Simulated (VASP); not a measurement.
# SiI2 (Ibam) in VASP: single point with LDA

Aim: the single point of SiI2 with LDA.

All numbers are computed with VASP 6.6.1; they aren't measurements. Logs are shortened: lines on timing, memory, paths and dates and some standing lists are left out, and cuts for length are marked.

## (1) The cell of the first run

The structure is orthorhombic, space group Ibam (No. 72). Conventional cell: a = 6.796 Å, b = 11.659 Å, c = 6.781 Å, α = 90.00°, β = 90.00°, γ = 90.00°. Within 3.4 Å of I (site symmetry m) lie 2 Si at 2.61 Å. Within 3.4 Å of Si (site symmetry 222) lie 4 I at 2.61 Å and 2 Si at 3.39 Å.

## (2) Single point, LDA

The input, INCAR:

```
SYSTEM = SiI2
PREC     = Accurate       ! precision mode
ENCUT    = 520            ! plane-wave cutoff, eV
EDIFF    = 1E-6           ! SCF threshold, eV
ISMEAR   = 1              ! smearing method
SIGMA    = 0.2449         ! smearing width, eV
LREAL    = .False.        ! projectors in reciprocal space
LASPH    = .True.         ! aspherical terms in the spheres
NELM     = 60             ! most SCF steps
ALGO     = Normal         ! electronic algorithm
ISIF     = 2              ! what is computed and relaxed
LWAVE    = .False.        ! write WAVECAR
LCHARG   = .False.        ! write CHGCAR
GGA      = CA             ! functional
NBANDS   = 27             ! bands
```

The input, KPOINTS:

```
regular mesh
0
Gamma
  5 5 5
  0 0 0
```

The input, POSCAR:

```
SiI2
1.0
    0.0000000000      0.0000000000      6.7813820000
    5.8292770000     -3.3980200000      3.3906910000
    5.8292770000      3.3980200000     -3.3906910000
I Si
4 2
Direct
    0.2088000000      0.9094000000      0.3270000000
    0.7912000000      0.0906000000      0.6730000000
    0.2912000000      0.3270000000      0.9094000000
    0.7088000000      0.6730000000      0.0906000000
    0.2500000000      0.0000000000      0.0000000000
    0.7500000000      0.0000000000      0.0000000000
```

Potentials or basis: VASP PAW LDA potentials, release 64 (I, Si).

Launch:

```console
> cat potpaw_LDA.64/I/POTCAR potpaw_LDA.64/Si/POTCAR > POTCAR
> mpirun -np 1 vasp_std > vasp.out
```

OUTCAR:

```text
SYSTEM = SiI2
   PREC = Accurate
   ENCUT = 520
   EDIFF = 1E-6
   ISMEAR = 1
   LREAL = .False.
   LASPH = .True.
   NELM = 60
   ISIF = 2
   GGA = CA

 ion  position               nearest neighbor table
   1  0.209  0.909  0.327-   6 2.61   5 2.61
   2  0.791  0.091  0.673-   5 2.61   6 2.61
   3  0.291  0.327  0.909-   6 2.61   5 2.61
   4  0.709  0.673  0.091-   5 2.61   6 2.61
   5  0.250  0.000  0.000-   2 2.61   4 2.61   3 2.61   1 2.61
   6  0.750  0.000  0.000-   1 2.61   3 2.61   2 2.61   4 2.61

  LATTYP: Found a body centered orthorhombic cell.
 ALAT       =     6.7813820000
 B/A-ratio  =     1.0021615063
 C/A-ratio  =     1.7192003046

  Lattice vectors:

 A1 = (  -5.8292770000,  -3.3980200000,   3.3906910000)
 A2 = (  -5.8292770000,   3.3980200000,  -3.3906910000)
 A3 = (   5.8292770000,  -3.3980200000,  -3.3906910000)

Analysis of symmetry for initial positions (statically):
=====================================================================
 Subroutine PRICEL returns:
 Original cell was already a primitive cell.

 Routine SETGRP: Setting up the symmetry group for a
 body centered orthorhombic supercell.

 Subroutine GETGRP returns: Found  8 space group operations
 (whereof  4 operations were pure point group operations)
 out of a pool of  8 trial point group operations.

The static configuration has the point symmetry C_2h.
 The point group associated with its full space group is D_2h.

Analysis of symmetry for dynamics (positions and initial velocities):
=====================================================================
 Subroutine PRICEL returns:
 Original cell was already a primitive cell.

 Routine SETGRP: Setting up the symmetry group for a
 body centered orthorhombic supercell.

 Subroutine GETGRP returns: Found  8 space group operations
 (whereof  4 operations were pure point group operations)
 out of a pool of  8 trial point group operations.

The dynamic configuration has the point symmetry C_2h.
 The point group associated with its full space group is D_2h.

 Subroutine INISYM returns: Found  8 space group operations
 (whereof  4 operations are pure point group operations),
 and found     1 'primitive' translations

----------------------------------------------------------------------------------------

                                     Primitive cell

  volume of cell :     268.6512

  direct lattice vectors                    reciprocal lattice vectors
     0.000000000  0.000000000  6.781382000     0.000000000  0.147144514  0.147462567
     5.829277000 -3.398020000  3.390691000     0.085773930 -0.147144514  0.000000000
     5.829277000  3.398020000 -3.390691000     0.085773930  0.147144514  0.000000000

  length of vectors
     6.781382000  7.551410181  7.551410181     0.208318786  0.170319332  0.170319332

  position of ions in fractional coordinates (direct lattice)
     0.208800000  0.909400000  0.327000000
     0.791200000  0.090600000  0.673000000
     0.291200000  0.327000000  0.909400000
     0.708800000  0.673000000  0.090600000
     0.250000000  0.000000000  0.000000000
     0.750000000  0.000000000  0.000000000

  ion indices of the primitive-cell ions
   primitive index   ion index
                 1           1
                 2           2
                 3           3
                 4           4
                 5           5
                 6           6

----------------------------------------------------------------------------------------

 KPOINTS: regular mesh

Automatic generation of k-mesh.
 Grid dimensions read from file:
 generate k-points for:    5    5    5

 Generating k-lattice:

  Cartesian coordinates                     Fractional coordinates (reciprocal lattice)
     0.000000000  0.029428903  0.029492513     0.200000000 -0.000000000  0.000000000
     0.017154786 -0.029428903  0.000000000     0.000000000  0.200000000 -0.000000000
     0.017154786  0.029428903  0.000000000     0.000000000 -0.000000000  0.200000000

  Length of vectors
     0.041663757  0.034063866  0.034063866

  Shift w.r.t. Gamma in fractional coordinates (k-lattice)
     0.000000000  0.000000000  0.000000000

 Subroutine IBZKPT returns following result:
 ===========================================

 Found     27 irreducible k-points:

 Following reciprocal coordinates:
            Coordinates               Weight
  0.000000  0.000000  0.000000      1.000000
  0.200000  0.000000 -0.000000      4.000000
  0.400000 -0.000000  0.000000      4.000000
  0.000000  0.200000  0.000000      4.000000
  0.200000  0.200000  0.000000      4.000000
  0.400000  0.200000  0.000000      8.000000
[... 16 lines left out ...]
  0.400000 -0.200000  0.200000      4.000000
 -0.400000 -0.200000  0.200000      2.000000
 [... further k-points ...]
   k-points           NKPTS =     27   k-points in BZ     NKDIM =     27   number of bands    NBANDS=     27
   number of dos      NEDOS =    301   number of ions     NIONS =      6
   total plane-waves  NPLWV = 156800
   dimension x,y,z NGX =    50 NGY =   56 NGZ =   56
   dimension x,y,z NGXF=   100 NGYF=  112 NGZF=  112
   ions per type =               4   2
   NGX,Y,Z   is equivalent  to a cutoff of  12.26, 12.33, 12.33 a.u.
   NGXF,Y,Z  is equivalent  to a cutoff of  24.52, 24.66, 24.66 a.u.
 SYSTEM =  SiI2
   PREC   = accura    normal or accurate (medium, high low for compatibility)
   ISTART =      0    job   : 0-new  1-cont  2-samecut
   ICHARG =      2    charge: 1-file 2-atom 10-const
   ISPIN  =      1    spin polarized calculation?
   LNONCOLLINEAR =      F non collinear calculations
   LSORBIT =      F    spin-orbit coupling
   LASPH  =      T    aspherical Exc in radial PAW
   ENCUT  =  520.0 eV  38.22 Ry    6.18 a.u.  12.61 14.04 14.04*2*pi/ulx,y,z
   NELM   =     60;   NELMIN=  2; NELMDL= -5     # of ELM steps
   EDIFF  = 0.1E-05   stopping-criterion for ELM
   LREAL  =      F    real-space projection
   EDIFFG = 0.1E-04   stopping-criterion for IOM
   NSW    =      0    number of steps for IOM
   IBRION =     -1    ionic relax: 0-MD 1-quasi-New 2-CG
   NFREE  =      0    steps in history (QN), initial steepest desc. (CG)
   ISIF   =      2    stress and relaxation
   ISYM   =      2    0-nonsym 1-usesym 2-fastsym
   POTIM  = 0.5000    time-step for ionic-motion
   TEBEG  =    0.0;   TEEND  =   0.0 temperature during run
   PSTRESS=    0.0 pullay stress
   NELECT =      36.0000    total number of electrons
   NUPDOWN=      -1.0000    fix difference up-down
   EMIN   =  10.00;   EMAX   =-10.00  energy-range for DOS
   EFERMI =   0.00;   METHOD = LEGACY
   ISMEAR =     1;   SIGMA  =   0.24  broadening in eV -4-tet -1-fermi 0-gaus
   EFERMI_NEDOS =   21; number of points for ismear=-14 and -15
   IALGO  =     38    algorithm
   IMIX   =      4    mixing-type and parameters
     AMIX     =   0.40;   BMIX     =  1.00
     AMIX_MAG =   1.60;   BMIX_MAG =  1.00
  volume/ion in A,a.u.               =      44.78       302.16
  Fermi-wavevector in a.u.,A,eV,Ry     =   0.837747  1.583112  9.548834  0.701820
  Thomas-Fermi vector in A             =   1.951687
   LORBIT       =      0    0 simple, 1 ext, 2 COOP (PROOUT), +10 PAW based schemes
   GGA     = CA    functional components
   LHFCALC =     F    Hartree Fock is set to
   AEXX    =    0.0000 exact exchange contribution
   IVDW    =     0    specifies the selected vdW correction
   LEPSILON=     F    determine dielectric tensor
   LRPA    =     F    only Hartree local field effects (RPA)
 non-spin polarized calculation
 Methfessel and Paxton  Order N= 1 SIGMA  =   0.24
  energy-cutoff  :      520.00
  volume of cell :      268.65
 maximum number of plane-waves:      7266
   NGX = 25   NGY = 29   NGZ = 29

 number of electron      35.9999999 magnetization

 Free energy of the ion-electron system (eV)
  ---------------------------------------------------
  ext. energy  EPLUGINS =         0.00000000
  ---------------------------------------------------
  free energy    TOTEN  =       -17.85288445 eV

  energy without entropy =      -17.85976040  energy(sigma->0) =      -17.85517643

 E-fermi :   2.9423     XC(G=0):  -7.4438

 val. band max:        2.8488077117   @ k =   0.0000  -0.4000   0.4000
 cond. band min:       3.5334217387   @ k =   0.0000   0.0000   0.0000
 fundamental gap:      0.6846140270
 Fermi energy:         2.9422563711

 k-point     1 :       0.0000    0.0000    0.0000
  band No.  band energies     occupation
      1     -12.1193      2.00000
      2     -11.2726      2.00000
      3     -11.1015      2.00000
      4     -11.0377      2.00000
      5      -5.9248      2.00000
      6      -5.3260      2.00000
[... 19 lines left out ...]
     26       6.4927     -0.00000
     27       6.6774     -0.00000

 k-point     2 :       0.2000    0.0000   -0.0000
  band No.  band energies     occupation
      1     -12.0383      2.00000
      2     -11.3595      2.00000
      3     -11.1161      2.00000
      4     -11.0554      2.00000
      5      -5.8412      2.00000
      6      -5.3235      2.00000
[... 19 lines left out ...]
     26       6.6011     -0.00000
     27       7.2781     -0.00000

 k-point     3 :       0.4000   -0.0000    0.0000
  band No.  band energies     occupation
      1     -11.8287      2.00000
      2     -11.5727      2.00000
      3     -11.1277      2.00000
      4     -11.0993      2.00000
      5      -5.6406      2.00000
      6      -5.4201      2.00000
[... 19 lines left out ...]
     26       6.9145     -0.00000
     27       7.6615     -0.00000

 k-point     4 :       0.0000    0.2000    0.0000
  band No.  band energies     occupation
      1     -12.0973      2.00000
      2     -11.2739      2.00000
      3     -11.1156      2.00000
      4     -11.0568      2.00000
      5      -5.9288      2.00000
      6      -5.2972      2.00000
[... 19 lines left out ...]
     26       6.6397     -0.00000
     27       6.7555     -0.00000

 k-point     5 :       0.2000    0.2000    0.0000
  band No.  band energies     occupation
      1     -12.0462      2.00000
      2     -11.3614      2.00000
      3     -11.1054      2.00000
      4     -11.0534      2.00000
      5      -5.8413      2.00000
      6      -5.3297      2.00000
[... 19 lines left out ...]
     26       6.5957     -0.00000
     27       7.0778     -0.00000

 k-point     6 :       0.4000    0.2000    0.0000
  band No.  band energies     occupation
      1     -11.8519      2.00000
      2     -11.5725      2.00000
      3     -11.1213      2.00000
      4     -11.0768      2.00000
      5      -5.6403      2.00000
      6      -5.4073      2.00000
[... 444 lines left out ...]
      1     -12.0686      2.00000
      2     -11.2760      2.00000
      3     -11.1339      2.00000
      4     -11.0797      2.00000
      5      -5.9296      2.00000
      6      -5.2584      2.00000
[... 19 lines left out ...]
     26       6.6808     -0.00000
     27       6.9441     -0.00000

 k-point    22 :       0.2000   -0.2000    0.2000
  band No.  band energies     occupation
      1     -11.9783      2.00000
      2     -11.3686      2.00000
      3     -11.1302      2.00000
      4     -11.1213      2.00000
      5      -5.8436      2.00000
      6      -5.2783      2.00000
[... 19 lines left out ...]
     26       6.7334     -0.00000
     27       7.3578     -0.00000

 k-point    23 :       0.4000   -0.2000    0.2000
  band No.  band energies     occupation
      1     -11.8000      2.00000
      2     -11.6070      2.00000
      3     -11.1365      2.00000
      4     -11.0918      2.00000
      5      -5.5953      2.00000
      6      -5.4328      2.00000
[... 19 lines left out ...]
     26       7.0831     -0.00000
     27       7.2331     -0.00000

 k-point    24 :      -0.4000   -0.2000    0.2000
  band No.  band energies     occupation
      1     -11.8698      2.00000
      2     -11.5687      2.00000
      3     -11.1204      2.00000
      4     -11.0587      2.00000
      5      -5.6439      2.00000
      6      -5.3964      2.00000
[... 19 lines left out ...]
     26       7.0424     -0.00000
     27       7.1844     -0.00000

 [... further k-points ...]

------------------------ aborting loop because EDIFF is reached ----------------------------------------

  FORCE on cell =-STRESS in cart. coord.  units (eV):
  Direction    XX          YY          ZZ          XY          YZ          ZX
  --------------------------------------------------------------------------------------
  -------------------------------------------------------------------------------------
  Total        5.3000041      5.6636991     10.8008446      0.0000000      0.0000000      0.0000000
  in kB       31.6080684     33.7770663     64.4138817      0.0000000      0.0000000      0.0000000
  external PRESSURE =      43.2663388 kB  Pullay stress =       0.0000000 kB

 VOLUME and BASIS-vectors are now :
 -----------------------------------------------------------------------------
  energy-cutoff  :      520.00
  volume of cell :      268.65
      direct lattice vectors                 reciprocal lattice vectors
     0.000000000  0.000000000  6.781382000     0.000000000  0.147144514  0.147462567
     5.829277000 -3.398020000  3.390691000     0.085773930 -0.147144514  0.000000000
     5.829277000  3.398020000 -3.390691000     0.085773930  0.147144514  0.000000000

 POSITION                                       TOTAL-FORCE (eV/Angst)
 -----------------------------------------------------------------------------------
      7.20732     -1.97901      3.39069         1.219556      1.211914     -0.000000
      4.45124      1.97901      3.39069        -1.219556     -1.211914     -0.000000
      7.20732      1.97901      0.00000         1.219556     -1.211914      0.000000
      4.45124     -1.97901      6.78138        -1.219556      1.211914      0.000000
      0.00000      0.00000      1.69535         0.000000      0.000000      0.000000
      0.00000      0.00000      5.08604         0.000000      0.000000      0.000000
 -----------------------------------------------------------------------------------
    total drift:                               -0.000000     -0.000000      0.000000

  FREE ENERGIE OF THE ION-ELECTRON SYSTEM (eV)
  ---------------------------------------------------
  free  energy   TOTEN  =       -17.8528844452 eV

  energy  without entropy=      -17.8597604048  energy(sigma->0) =      -17.85517643
```

Wall time 4.1 min (1 thread of Intel Xeon Platinum 8259CL at 2.50GHz (Skylake/Cascade Lake), shared host); peak memory 0.39 GiB.

What came out:

```
Free energy            : -17.8529 eV
Pressure               : 4.3 GPa
Largest force          : 1.719 eV/Å
Band gap on the k mesh : 0.68 eV (least direct gap 0.85 eV)
```

Forces in eV/Å, atoms in the order of the input:
```
I    1.220  1.212  0.000
I   -1.220 -1.212  0.000
I    1.220 -1.212  0.000
I   -1.220  1.212  0.000
Si   0.000  0.000  0.000
Si   0.000  0.000  0.000
```

Levels at points of the mesh, in eV from the valence-band top:
```tsv
k point	band 15	band 16	band 17	band 18	band 19	band 20	band 21	band 22
(0.00, 0.00, 0.00)	-3.11	-3.11	-0.64	-0.62	0.68	1.71	2.07	2.20
```

Caveat: the cell stands under pressure; spin-orbit coupling is left out, which moves the levels of the heavy elements; an odd mesh through Γ misses points on the zone boundary, where band edges can lie; forces of over 1 eV/Å act on the atoms, so gaps and moduli don't describe the material at rest.
